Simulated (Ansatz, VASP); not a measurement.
Two plane-wave programs on P

```
P
1.0
     3.49548    0.00000    0.00000
    -1.74774    3.02717    0.00000
     0.00000    0.00000    5.67334
P
2
Direct
  0.33333 0.66667 0.25000
  0.66667 0.33333 0.75000
```

Alike in both runs: task relaxation of cell and atoms; functional PBE; k mesh 6 × 6 × 4; occupations gaussian, width 0.1 eV; no spin polarisation.

|  | VASP | Ansatz |
| --- | --- | --- |
| version | VASP 6.6.1 | Ansatz 0.2.0 |
| potentials or method | VASP PAW PBE potentials, release 64 (P), cutoff 600 eV | scalar-relativistic, plane waves, PAW |
| valence electrons in the cell | 10 | 10 |

|  | VASP | Ansatz | Ansatz less VASP |
| --- | --- | --- | --- |
| gap on the k mesh at the Fermi level, each at its own relaxed structure (eV) | none | none | - |
| relaxed volume (Å³/atom) | 14.60 | 14.61 | +0.002 |
| relaxed cell length with the largest relative difference (Å) | 4.605 | 4.605 | +0.0003 |

A gap of «none» marks a metal or a gap that the smearing closes.

Noted on VASP's run: the volume moved by over 15 % at a fixed basis, so the end points are rough.
